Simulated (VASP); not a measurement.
Here is a VASP 6.6.1 calculation.

INCAR

```
  PREC = Accurate
  ENCUT = 520
  EDIFF = 1E-7
  ISMEAR = -1
  SIGMA = 0.1
  LREAL = F
  LASPH = T
  NELM = 60
  ALGO = Normal
  ISIF = 2
  LWAVE = F
  LCHARG = T
  GGA = RE
  LELF = T
  LVHAR = T
  NBANDS = 20
```

File KPOINTS:

```
regular mesh
0
Gamma
  10 10 10
```

File POSCAR:

```
Nb
1.0
    0.0000000000      3.0160685630      3.0160685630
    3.0160685630      0.0000000000      3.0160685630
    3.0160685630      3.0160685630      0.0000000000
Nb
2
Direct
    0.1250000000      0.1250000000      0.1250000000
    0.8750000000      0.8750000000      0.8750000000
```

Potentials or basis: VASP PAW PBE potentials, release 64 (Nb_sv).

The run is started by

```bash
$ cat potpaw_PBE.64/Nb_sv/POTCAR > POTCAR
$ mpirun -np 1 vasp_std > vasp.out
```

**Question.** Predict the band gap on the k mesh.

**Answer.** Zero (band 13 reaches 6.60 eV, above the bottom of band 14 at 5.48 eV).

**Question.** Estimate the pressure.

**Answer.** -2.3 GPa.

Caveat: the PAW data sets were made with another functional, which shifts forces and pressure a little.
